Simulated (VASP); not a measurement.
Crystal: Ga2O3.

```
Ga O
1.0
     3.19110    0.00000    0.00000
    -1.59555    2.76357    0.00000
     0.00000    0.00000    6.99512
Ga O
2 3
Direct
  0.00000 0.00000 0.69494
  0.00000 0.00000 0.30506
  0.33333 0.66667 0.67360
  0.33333 0.66667 0.32640
  0.00000 0.00000 0.00000
```

| Property | Result |
| --- | --- |
| Program | VASP 6.6.1 |
| Task | relaxation of cell and atoms |
| Functional | PBE |
| Potentials or basis | VASP PAW PBE potentials, release 64 (Ga_d, O) |
| Cutoff | 600 eV |
| k mesh | 6 × 6 × 4 |
| Occupations | gaussian, width 0.1 eV |
| Spin | collinear spin, ferromagnetic start |
| Starting moments | [0.0, 0.0, 1.0, 1.0, 1.0] μB |

At the start: pressure 8.0 GPa; volume 12.34 Å³/atom.

Question: How do energy, volume and symmetry change on relaxing?

Answer: Over 29 steps the energy falls by 722.2 meV/atom and the volume is 13.94 Å³/atom (+13.0 %); space group P-6m2 (No. 187, to 0.05 Å); moment 0.00 μB per cell.

Step by step:
```csv
step,energy change (eV),largest force (eV/Å),pressure (GPa),volume (Å³)
1,0.0000,4.6479,7.99,61.69
2,-1.7965,2.9670,-7.99,67.18
3,-1.8447,1.9274,-8.15,68.26
4,-1.8499,7.2851,11.64,65.29
5,-2.3659,1.8782,-0.13,66.65
6,-3.3259,0.4519,1.09,65.08
7,-3.4743,0.7451,6.84,63.15
8,-3.5056,0.4207,5.04,63.69
9,-3.5501,0.3204,1.20,65.48
10,-3.5534,0.3455,-0.71,66.44
11,-3.5539,0.3093,-0.46,66.25
12,-3.5611,0.3428,-0.08,66.43
13,-3.5621,0.3630,0.06,66.53
14,-3.5671,0.3213,0.13,66.63
15,-3.5794,0.2004,0.61,66.93
16,-3.5931,0.0536,1.44,67.51
17,-3.5805,0.4887,3.29,68.68
18,-3.5944,0.1759,1.99,67.85
19,-3.6033,0.2853,0.37,68.95
20,-3.6036,0.3795,-0.14,69.34
21,-3.6082,0.0939,-0.63,69.98
22,-3.6081,0.0711,-1.01,70.19
23,-3.6083,0.0511,-0.79,70.07
24,-3.6103,0.0371,-0.14,69.84
25,-3.6106,0.0685,0.07,69.75
26,-3.6103,0.1347,0.59,69.58
27,-3.6106,0.0861,0.15,69.71
28,-3.6109,0.0852,0.15,69.68
29,-3.6111,0.0244,0.18,69.69
```

Final structure:
```yaml
crystal:
  lattice:
    - [3.13045, 0.00000, 0.00000]
    - [-1.56523, 2.71105, 0.00000]
    - [0.00000, 0.00000, 8.21184]
  atoms:
    - { symbol: Ga, position: [0.00000, 0.00000, 0.78606] }
    - { symbol: Ga, position: [0.00000, 0.00000, 0.21394] }
    - { symbol: O, position: [0.33333, 0.66667, 0.70577] }
    - { symbol: O, position: [0.33333, 0.66667, 0.29423] }
    - { symbol: O, position: [0.00000, 0.00000, 0.00000] }
```
